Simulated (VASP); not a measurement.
**CaMg: single point with LDA**

Crystal: CaMg.

```
Ca Mg
1.0
     3.55807    0.00000    0.00000
    -1.77904    3.08138    0.00000
     0.00000    0.00000    5.53796
Ca Mg
1 1
Direct
  0.00000 0.00000 0.50000
  0.66667 0.33333 0.00000
```

This cell differs from its parent crystal: strain -0.030 along x and y, -0.015 along z.

| Quantity | Value |
| --- | --- |
| Program | VASP 6.6.1 |
| Task | single point |
| Functional | LDA |
| Potentials or basis | VASP PAW LDA potentials, release 64 (Ca_sv, Mg) |
| Cutoff | 520 eV |
| k mesh | 15 × 15 × 8 |
| Occupations | gaussian, width 0.15 eV |
| Spin | no spin polarisation |
| Dipole correction | no |
| Further INCAR settings | ALGO = Normal; EDIFF = 1e-07; NBANDS = 13 |

```yaml
Pressure: -0.4 GPa
Band_gap_on_the_k_mesh: zero (bands 6 and 7 overlap by 0.75 eV)
```

Stress tensor (GPa, compression positive):
```
-0.09  0.00  0.00
 0.00 -0.09  0.00
 0.00  0.00 -1.04
```

Levels at points of the mesh, in eV from the Fermi level:
```tsv
k point	band 4	band 5	band 6	band 7	band 8	band 9
(0.00, 0.00, 0.00)	-22.25	-5.36	-0.92	-0.36	2.63	2.63
(0.00, 0.00, 0.50)	-22.25	-4.42	-3.50	1.45	2.66	2.66
```

Run time: 46 s on 1 thread of AMD EPYC 9R45 96-Core Processor (Zen 5) (shared host), peak memory 0.21 GiB.

Caveat: the cell differs from its parent crystal (strain -0.030 along x and y, -0.015 along z).
